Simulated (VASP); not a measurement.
**Fe: single point with PBE**

Fe:

```
Fe
1.0
    -1.38080    1.38080    1.38080
     1.38080   -1.38080    1.38080
     1.38080    1.38080   -1.38080
Fe
1
Direct
  0.00000 0.00000 0.00000
```

```yaml
Program: VASP 6.6.1
Task: single point
Functional: PBE
Potentials_or_basis: VASP PAW PBE potentials, release 64 (Fe)
Cutoff: 520 eV
k_mesh: 15 × 15 × 15
Occupations: fermi-dirac, width 0.1 eV
Spin: no spin polarisation
```

* Pressure: -0.5 GPa
* Band gap on the k mesh: zero (band 4 reaches 7.64 eV, above the bottom of band 5 at 5.77 eV)

Levels at points of the mesh, in eV from the Fermi level:
```
           k point  band 2  band 3  band 4  band 5  band 6  band 7
(0.00, 0.00, 0.00)   -1.78   -1.78   -1.78   -0.04   -0.04   25.62
```

It took 18 s on 1 thread of AMD EPYC 7R13, with other jobs on the host, peak memory 0.1 GiB.

Caveat: the run has no spin polarisation, though such a crystal can be magnetic. Spin polarisation is off, so any magnetic state and its effect on volume and gap are missing.
